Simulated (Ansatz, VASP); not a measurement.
## Two plane-wave programs on HgMo3

INCAR

```
PREC     = Accurate       # precision mode
ENCUT    = 600            # plane-wave cutoff, eV
EDIFF    = 1E-7           # SCF threshold, eV
ISMEAR   = 0              # smearing method
SIGMA    = 0.1            # smearing width, eV
LREAL    = F              # projectors in reciprocal space
LASPH    = T              # aspherical terms in the spheres
NELM     = 80             # most SCF steps
ALGO     = Fast           # electronic algorithm
ISIF     = 3              # what is computed and relaxed
LWAVE    = F              # write WAVECAR
LCHARG   = F              # write CHGCAR
GGA      = PE             # functional
IBRION   = 2              # ionic algorithm
NSW      = 90             # ionic steps
EDIFFG   = -0.04          # ionic threshold
```

The input KPOINTS:

```
Automatic mesh
0
Gamma
  3 3 4
```

Contents of POSCAR:

```
HgMo3
1.0
    5.8685209308      0.0000000000      0.0000000000
   -2.9342604654      5.0822882087      0.0000000000
    0.0000000000      0.0000000000      4.7103935147
Hg Mo
2 6
Direct
    0.3333333333      0.6666666667      0.2500000000
    0.6666666667      0.3333333333      0.7500000000
    0.8330000000      0.6660000000      0.2500000000
    0.1670000000      0.8330000000      0.7500000000
    0.3340000000      0.1670000000      0.2500000000
    0.1670000000      0.3340000000      0.7500000000
    0.8330000000      0.1670000000      0.2500000000
    0.6660000000      0.8330000000      0.7500000000
```

Input for Ansatz:

```yaml
crystal:
  lattice:
    - [5.8685209308, 0.0, 0.0]
    - [-2.9342604654, 5.0822882087, 0.0]
    - [0.0, 0.0, 4.7103935147]
  atoms:
    - { symbol: Hg, position: [0.3333333333, 0.6666666667, 0.25] }
    - { symbol: Hg, position: [0.6666666667, 0.3333333333, 0.75] }
    - { symbol: Mo, position: [0.833, 0.666, 0.25] }
    - { symbol: Mo, position: [0.167, 0.833, 0.75] }
    - { symbol: Mo, position: [0.334, 0.167, 0.25] }
    - { symbol: Mo, position: [0.167, 0.334, 0.75] }
    - { symbol: Mo, position: [0.833, 0.167, 0.25] }
    - { symbol: Mo, position: [0.666, 0.833, 0.75] }
basis:
  ecutwfc: 420
kpoints:
  mp_grid: { grid: [3, 3, 4] }
hamiltonian:
  xc: pbe
scf:
  occupations: { method: gaussian, width: 0.1 }
  lower_state_search: "off"
output:
  forces: true
  stress: true
  eigenvalues: true
relax:
  adjacent_minimum: "off"
  f_tol: 0.04
  max_steps: 70
  cell: { stress_tol: 0.4 }
```

Alike in both runs: task relaxation of cell and atoms; functional PBE; k mesh 3 × 3 × 4; occupations gaussian, width 0.1 eV; no spin polarisation.

|  | VASP | Ansatz |
| --- | --- | --- |
| version | VASP 6.6.1 | Ansatz 0.2.0 |
| potentials or method | VASP PAW PBE potentials, release 64 (Hg, Mo_sv), cutoff 600 eV | scalar-relativistic, plane waves, PAW |
| valence electrons in the cell | 108 | 124 |

Ansatz gave:

```
gap on the k mesh at the Fermi level, each at its own relaxed structure (eV) : none
relaxed volume (Å³/atom)                                                     : 16.82
relaxed length of the cell vector where the two differ most in proportion (Å)              : 5.790
```

Q: Estimate VASP's values.

A: gap on the k mesh at the Fermi level, each at its own relaxed structure (eV): none; relaxed volume (Å³/atom): 16.89; relaxed length of the cell vector where the two differ most in proportion (Å): 5.799.

A gap of «none» marks a metal or a gap that the smearing closes. VASP's potentials hold 108 valence electrons a cell and Ansatz's 124, so a difference there can come from the potentials and not from the codes.

The k mesh is coarse, so the values compare programs but aren't converged. Spin-orbit coupling is off throughout.
